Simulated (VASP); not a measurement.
Write the native input for VASP 6.6.1 that does the following.

```yaml
Task: single point
Functional: PBEsol
Potentials_or_basis: VASP PAW PBE potentials, release 64 (K_sv, I)
Cutoff: 520 eV
k_mesh: 6 × 6 × 6
Occupations: gaussian, width 0.05 eV
Spin: no spin polarisation
Dipole_correction: no
Further_INCAR_settings: ALGO = Normal; EDIFF = 1e-07; NBANDS = 15
```

The structure of KI lies in POSCAR:

```
KI
1.0
    0.0000000000      3.5245500000      3.5245500000
    3.5245500000      0.0000000000      3.5245500000
    3.5245500000      3.5245500000      0.0000000000
K I
1 1
Direct
   -0.0451402380      0.0451402380      0.0000000000
    0.5000000000      0.5000000000      0.5000000000
```

This cell differs from its parent crystal: all K atoms moved +0.225 Å, as atom 1 along Cartesian [1 -1 0].

These files were run (other wordings do the same):

INCAR

```
PREC = Accurate ; ENCUT = 520
EDIFF = 1E-7 ; ISMEAR = 0
SIGMA = 0.05 ; LREAL = F
LASPH = T ; NELM = 80
ALGO = Normal ; ISIF = 2
LWAVE = F ; LCHARG = T
GGA = PS ; LELF = T
LVHAR = T ; NBANDS = 15
```

KPOINTS

```
regular mesh
0
Gamma
  6 6 6
```

Potentials or basis: VASP PAW PBE potentials, release 64 (K_sv, I).

Launch:

```bash
$ cat potpaw_PBE.64/K_sv/POTCAR potpaw_PBE.64/I/POTCAR > POTCAR
$ mpirun -np 1 vasp_std > vasp.out
```

It gave:

```json
{
 "Pressure": "0.0 GPa",
 "Largest force": "0.234 eV/Å",
 "Band gap on the k mesh": "3.84 eV, direct"
}
```

Caveat: the cell differs from its parent crystal (all K atoms moved +0.225 Å, as atom 1 along Cartesian [1 -1 0]); the PAW data sets were made with another functional, which shifts forces and pressure a little; spin-orbit coupling is left out, which moves the levels of the heavy elements.

It took 50 s on 1 thread of Intel(R) Xeon(R) 6975P-C (Granite Rapids), with other jobs on the host, peak memory 0.25 GiB.
